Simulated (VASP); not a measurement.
# HgTe (I-4m2) in VASP: further runs

HgTe is run at these levels: LDA; tasks: single point.

Everything below comes from runs of VASP 6.6.1. Logs are shortened: lines on timing, memory, paths and dates and some standing lists are left out, and cuts for length are marked.

### 1 The cell of the first run

It takes space group I-4m2 (No. 119, tetragonal). The conventional cell has a = 6.091 Å, b = 6.091 Å, c = 3.119 Å, α = 90.00°, β = 90.00°, γ = 90.00°. Within 4.1 Å of Hg (site symmetry -4m2) lie 2 Hg at 3.12 Å and 8 Te at 3.14 to 3.84 Å. Within 4.1 Å of Te (site symmetry -4m2) lie 2 Te at 3.12 Å and 8 Hg at 3.14 to 3.84 Å.

### 2 Single point, LDA

INCAR reads:

```
SYSTEM = HgTe
PREC     = Accurate       ! precision mode
ENCUT    = 500            ! plane-wave cutoff, eV
EDIFF    = 1E-6           ! SCF threshold, eV
ISMEAR   = -1             ! smearing method
SIGMA    = 0.1            ! smearing width, eV
LREAL    = .False.        ! projectors in reciprocal space
LASPH    = .True.         ! aspherical terms in the spheres
NELM     = 120            ! most SCF steps
ALGO     = Normal         ! electronic algorithm
ISIF     = 2              ! what is computed and relaxed
LWAVE    = .False.        ! write WAVECAR
LCHARG   = .True.         ! write CHGCAR
LELF     = .True.         ! ELF
LVHAR    = .True.       
NBANDS   = 16             ! bands
GGA_COMPAT= .False.
```

KPOINTS reads:

```
regular mesh
0
Gamma
  6 6 6
  0 0 0
```

POSCAR reads:

```
HgTe
1.0
   -3.0456030000      3.0456030000      1.5594100000
    3.0456030000     -3.0456030000      1.5594100000
    3.0456030000      3.0456030000     -1.5594100000
Hg Te
1 1
Direct
    0.7500000000      0.2500000000      0.5000000000
    0.0000000000      0.0000000000      0.0000000000
```

Potentials or basis: VASP PAW LDA potentials, release 64 (Hg, Te).

Started as:

```
> cat potpaw_LDA.64/Hg/POTCAR potpaw_LDA.64/Te/POTCAR > POTCAR
> mpirun -np 1 vasp_std > vasp.out
```

OUTCAR:

```text
SYSTEM = HgTe
   PREC = Accurate
   ENCUT = 500
   EDIFF = 1E-6
   ISMEAR = -1
   LREAL = .False.
   LASPH = .True.
   NELM = 120
   ISIF = 2

 ion  position               nearest neighbor table
   1  0.750  0.250  0.500-   2 3.14   2 3.14   2 3.14   2 3.14
   2  0.000  0.000  0.000-   1 3.14   1 3.14   1 3.14   1 3.14

  LATTYP: Found a body centered tetragonal cell.
 ALAT       =     6.0912060000
 C/A-ratio  =     0.5120201156

  Lattice vectors:

 A1 = (  -3.0456030000,   3.0456030000,   1.5594100000)
 A2 = (   3.0456030000,  -3.0456030000,   1.5594100000)
 A3 = (   3.0456030000,   3.0456030000,  -1.5594100000)

Analysis of symmetry for initial positions (statically):
=====================================================================
 Subroutine PRICEL returns:
 Original cell was already a primitive cell.

 Routine SETGRP: Setting up the symmetry group for a
 body centered tetragonal supercell.

 Subroutine GETGRP returns: Found  8 space group operations
 (whereof  8 operations were pure point group operations)
 out of a pool of 16 trial point group operations.

The static configuration has the point symmetry D_2d.

Analysis of symmetry for dynamics (positions and initial velocities):
=====================================================================
 Subroutine PRICEL returns:
 Original cell was already a primitive cell.

 Routine SETGRP: Setting up the symmetry group for a
 body centered tetragonal supercell.

 Subroutine GETGRP returns: Found  8 space group operations
 (whereof  8 operations were pure point group operations)
 out of a pool of 16 trial point group operations.

The dynamic configuration has the point symmetry D_2d.

 Subroutine INISYM returns: Found  8 space group operations
 (whereof  8 operations are pure point group operations),
 and found     1 'primitive' translations

----------------------------------------------------------------------------------------

                                     Primitive cell

  volume of cell :      57.8585

  direct lattice vectors                    reciprocal lattice vectors
    -3.045603000  3.045603000  1.559410000     0.000000000  0.164171102  0.320634086
     3.045603000 -3.045603000  1.559410000     0.164171102  0.000000000  0.320634086
     3.045603000  3.045603000 -1.559410000     0.164171102  0.164171102  0.000000000

  length of vectors
     4.580737366  4.580737366  4.580737366     0.360219888  0.360219888  0.232172999

  position of ions in fractional coordinates (direct lattice)
     0.750000000  0.250000000  0.500000000
     0.000000000  0.000000000  0.000000000

  ion indices of the primitive-cell ions
   primitive index   ion index
                 1           1
                 2           2

----------------------------------------------------------------------------------------

 KPOINTS: regular mesh

Automatic generation of k-mesh.
 Grid dimensions read from file:
 generate k-points for:    6    6    6

 Generating k-lattice:

  Cartesian coordinates                     Fractional coordinates (reciprocal lattice)
     0.000000000  0.027361850  0.053439014     0.166666667  0.000000000  0.000000000
     0.027361850  0.000000000  0.053439014     0.000000000  0.166666667  0.000000000
     0.027361850  0.027361850  0.000000000     0.000000000  0.000000000  0.166666667

  Length of vectors
     0.060036648  0.060036648  0.038695500

  Shift w.r.t. Gamma in fractional coordinates (k-lattice)
     0.000000000  0.000000000  0.000000000

 Subroutine IBZKPT returns following result:
 ===========================================

 Found     30 irreducible k-points:

 Following reciprocal coordinates:
            Coordinates               Weight
  0.000000  0.000000  0.000000      1.000000
  0.166667  0.000000  0.000000      8.000000
  0.333333  0.000000  0.000000      8.000000
  0.500000  0.000000  0.000000      4.000000
  0.166667  0.166667  0.000000      8.000000
  0.333333  0.166667  0.000000     16.000000
[... 16 lines left out ...]
 -0.333333 -0.333333  0.166667      8.000000
 -0.166667 -0.333333  0.166667      8.000000
 [... further k-points ...]
   k-points           NKPTS =     30   k-points in BZ     NKDIM =     30   number of bands    NBANDS=     16
   number of dos      NEDOS =    301   number of ions     NIONS =      2
   total plane-waves  NPLWV =  46656
   dimension x,y,z NGX =    36 NGY =   36 NGZ =   36
   dimension x,y,z NGXF=    72 NGYF=   72 NGZF=   72
   ions per type =               1   1
   NGX,Y,Z   is equivalent  to a cutoff of  13.07, 13.07, 13.07 a.u.
   NGXF,Y,Z  is equivalent  to a cutoff of  26.13, 26.13, 26.13 a.u.
 SYSTEM =  HgTe
   PREC   = accura    normal or accurate (medium, high low for compatibility)
   ISTART =      0    job   : 0-new  1-cont  2-samecut
   ICHARG =      2    charge: 1-file 2-atom 10-const
   ISPIN  =      1    spin polarized calculation?
   LNONCOLLINEAR =      F non collinear calculations
   LSORBIT =      F    spin-orbit coupling
   LASPH  =      T    aspherical Exc in radial PAW
   ENCUT  =  500.0 eV  36.75 Ry    6.06 a.u.   8.35  8.35  8.35*2*pi/ulx,y,z
   NELM   =    120;   NELMIN=  2; NELMDL= -5     # of ELM steps
   EDIFF  = 0.1E-05   stopping-criterion for ELM
   LREAL  =      F    real-space projection
   EDIFFG = 0.1E-04   stopping-criterion for IOM
   NSW    =      0    number of steps for IOM
   IBRION =     -1    ionic relax: 0-MD 1-quasi-New 2-CG
   NFREE  =      0    steps in history (QN), initial steepest desc. (CG)
   ISIF   =      2    stress and relaxation
   ISYM   =      2    0-nonsym 1-usesym 2-fastsym
   POTIM  = 0.5000    time-step for ionic-motion
   TEBEG  =    0.0;   TEEND  =   0.0 temperature during run
   PSTRESS=    0.0 pullay stress
   NELECT =      18.0000    total number of electrons
   NUPDOWN=      -1.0000    fix difference up-down
   EMIN   =  10.00;   EMAX   =-10.00  energy-range for DOS
   EFERMI =   0.00;   METHOD = LEGACY
   ISMEAR =    -1;   SIGMA  =   0.10  broadening in eV -4-tet -1-fermi 0-gaus
   EFERMI_NEDOS =   21; number of points for ismear=-14 and -15
   IALGO  =     38    algorithm
   IMIX   =      4    mixing-type and parameters
     AMIX     =   0.40;   BMIX     =  1.00
     AMIX_MAG =   1.60;   BMIX_MAG =  1.00
  volume/ion in A,a.u.               =      28.93       195.22
  Fermi-wavevector in a.u.,A,eV,Ry     =   1.109286  2.096246 16.742166  1.230515
  Thomas-Fermi vector in A             =   2.245823
   LORBIT       =      0    0 simple, 1 ext, 2 COOP (PROOUT), +10 PAW based schemes
   GGA     = CA    functional components
   LHFCALC =     F    Hartree Fock is set to
   AEXX    =    0.0000 exact exchange contribution
   IVDW    =     0    specifies the selected vdW correction
   LEPSILON=     F    determine dielectric tensor
   LRPA    =     F    only Hartree local field effects (RPA)
 non-spin polarized calculation
  energy-cutoff  :      500.00
  volume of cell :       57.86
 maximum number of plane-waves:      1501
 NGX is ok and might be reduce to    36
   NGX = 17   NGY = 17   NGZ = 17

 number of electron      18.0000002 magnetization

 Free energy of the ion-electron system (eV)
  ---------------------------------------------------
  ext. energy  EPLUGINS =         0.00000000
  ---------------------------------------------------
  free energy    TOTEN  =        -4.61638893 eV

  energy without entropy =       -4.55795032  energy(sigma->0) =       -4.58716962

 E-fermi :   4.4019     XC(G=0): -10.0938

 val. band max:        4.3732190300   @ k =  -0.1667   0.3333   0.1667
 cond. band min:       4.4150058818   @ k =  -0.3333   0.5000   0.3333
 fundamental gap:      0.0417868518
 Fermi energy:         4.4019455326

 k-point     1 :       0.0000    0.0000    0.0000
  band No.  band energies     occupation
      1      -8.3260      2.00000
      2      -3.0578      2.00000
      3      -2.3654      2.00000
      4      -2.2901      2.00000
      5      -1.8377      2.00000
      6      -1.8377      2.00000
[... 8 lines left out ...]
     15      14.2930      0.00000
     16      15.3421      0.00000

 k-point     2 :       0.1667    0.0000    0.0000
  band No.  band energies     occupation
      1      -7.8942      2.00000
      2      -2.6610      2.00000
      3      -2.3245      2.00000
      4      -2.3138      2.00000
      5      -2.0476      2.00000
      6      -2.0381      2.00000
[... 8 lines left out ...]
     15      13.7189      0.00000
     16      13.8683      0.00000

 k-point     3 :       0.3333    0.0000    0.0000
  band No.  band energies     occupation
      1      -6.7581      2.00000
      2      -2.4744      2.00000
      3      -2.4257      2.00000
      4      -2.2954      2.00000
      5      -2.1410      2.00000
      6      -1.9181      2.00000
[... 8 lines left out ...]
     15      12.2006      0.00000
     16      14.7691      0.00000

 k-point     4 :       0.5000    0.0000    0.0000
  band No.  band energies     occupation
      1      -5.8805      2.00000
      2      -2.6426      2.00000
      3      -2.5254      2.00000
      4      -2.2711      2.00000
      5      -2.0757      2.00000
      6      -1.8768      2.00000
[... 8 lines left out ...]
     15      14.0065      0.00000
     16      14.3945      0.00000

 k-point     5 :       0.1667    0.1667    0.0000
  band No.  band energies     occupation
      1      -6.8305      2.00000
      2      -2.4817      2.00000
      3      -2.4287      2.00000
      4      -2.2862      2.00000
      5      -2.1654      2.00000
      6      -1.8788      2.00000
[... 8 lines left out ...]
     15      12.7872      0.00000
     16      12.9650      0.00000

 k-point     6 :       0.3333    0.1667    0.0000
  band No.  band energies     occupation
      1      -5.8802      2.00000
      2      -2.6953      2.00000
      3      -2.5404      2.00000
      4      -2.2505      2.00000
      5      -2.0850      2.00000
      6      -1.7592      2.00000
[... 8 lines left out ...]
     15      13.4594      0.00000
     16      14.4134      0.00000
[... 267 lines left out ...]
 k-point    21 :      -0.3333    0.5000    0.1667
  band No.  band energies     occupation
      1      -7.4512      2.00000
      2      -2.6943      2.00000
      3      -2.4007      2.00000
      4      -2.2656      2.00000
      5      -2.0147      2.00000
      6      -1.9412      2.00000
[... 8 lines left out ...]
     15      15.0466      0.00000
     16      15.5417      0.00000

 k-point    22 :      -0.1667    0.5000    0.1667
  band No.  band energies     occupation
      1      -6.5253      2.00000
      2      -2.4939      2.00000
      3      -2.4819      2.00000
      4      -2.1156      2.00000
      5      -2.0713      2.00000
      6      -1.9904      2.00000
[... 8 lines left out ...]
     15      14.0507      0.00000
     16      15.3309      0.00000

 k-point    23 :      -0.3333   -0.3333    0.1667
  band No.  band energies     occupation
      1      -6.4859      2.00000
      2      -2.5287      2.00000
      3      -2.4663      2.00000
      4      -2.1239      2.00000
      5      -2.0626      2.00000
      6      -1.8794      2.00000
[... 8 lines left out ...]
     15      14.6816      0.00000
     16      15.0264      0.00000

 k-point    24 :      -0.1667   -0.3333    0.1667
  band No.  band energies     occupation
      1      -5.9287      2.00000
      2      -2.6465      2.00000
      3      -2.6297      2.00000
      4      -2.3546      2.00000
      5      -2.0864      2.00000
      6      -1.5710      2.00000
[... 8 lines left out ...]
     15      14.4877      0.00000
     16      15.9907      0.00000

 [... further k-points ...]

------------------------ aborting loop because EDIFF is reached ----------------------------------------

  FORCE on cell =-STRESS in cart. coord.  units (eV):
  Direction    XX          YY          ZZ          XY          YZ          ZX
  --------------------------------------------------------------------------------------
  -------------------------------------------------------------------------------------
  Total       -1.6080293     -1.6080293     -1.6751360      0.0000000     -0.0000000      0.0000000
  in kB      -44.5284573    -44.5284573    -46.3867307      0.0000000     -0.0000000      0.0000000
  external PRESSURE =     -45.1478818 kB  Pullay stress =       0.0000000 kB

 VOLUME and BASIS-vectors are now :
 -----------------------------------------------------------------------------
  energy-cutoff  :      500.00
  volume of cell :       57.86
      direct lattice vectors                 reciprocal lattice vectors
    -3.045603000  3.045603000  1.559410000     0.000000000  0.164171102  0.320634086
     3.045603000 -3.045603000  1.559410000     0.164171102  0.000000000  0.320634086
     3.045603000  3.045603000 -1.559410000     0.164171102  0.164171102  0.000000000

 POSITION                                       TOTAL-FORCE (eV/Angst)
 -----------------------------------------------------------------------------------
      0.00000      3.04560      0.77970         0.000000     -0.000000     -0.000000
      0.00000      0.00000      0.00000        -0.000000      0.000000      0.000000
 -----------------------------------------------------------------------------------
    total drift:                               -0.000000      0.000000     -0.000000

  FREE ENERGIE OF THE ION-ELECTRON SYSTEM (eV)
  ---------------------------------------------------
  free  energy   TOTEN  =        -4.6163889266 eV

  energy  without entropy=       -4.5579503194  energy(sigma->0) =       -4.58716962
```

Run time: 14 s. Hardware: 1 thread of Intel Xeon 6975P-C (Granite Rapids), shared host; peak memory 0.18 GiB.

What came out:

```yaml
Free_energy: -4.6164 eV
Pressure: -4.5 GPa
Band_gap_on_the_k_mesh: zero (bands 9 and 10 overlap by 3.84 eV)
```

Levels at points of the mesh, in eV from the Fermi level:
| k point | band 6 | band 7 | band 8 | band 9 | band 10 | band 11 | band 12 | band 13 |
| --- | --- | --- | --- | --- | --- | --- | --- | --- |
| (0.00, 0.00, 0.00) | -6.24 | -3.64 | -2.63 | -2.63 | 3.10 | 4.46 | 6.69 | 6.69 |
| (0.50, 0.00, 0.00) | -6.28 | -4.77 | -2.11 | -1.27 | -0.30 | 3.02 | 3.60 | 5.67 |
| (0.50, 0.50, 0.00) | -6.19 | -6.17 | -1.09 | 1.29 | 1.76 | 2.59 | 3.19 | 8.47 |
| (0.50, 0.50, 0.50) | -6.21 | -4.52 | -4.50 | -4.50 | 2.79 | 7.05 | 7.77 | 7.77 |

Caveat: the k points lie up to 0.38 Å⁻¹ apart, too coarse for converged energies and pressures of a metal; spin-orbit coupling is left out, which moves the levels of the heavy elements.

[end of part 1 of 2]
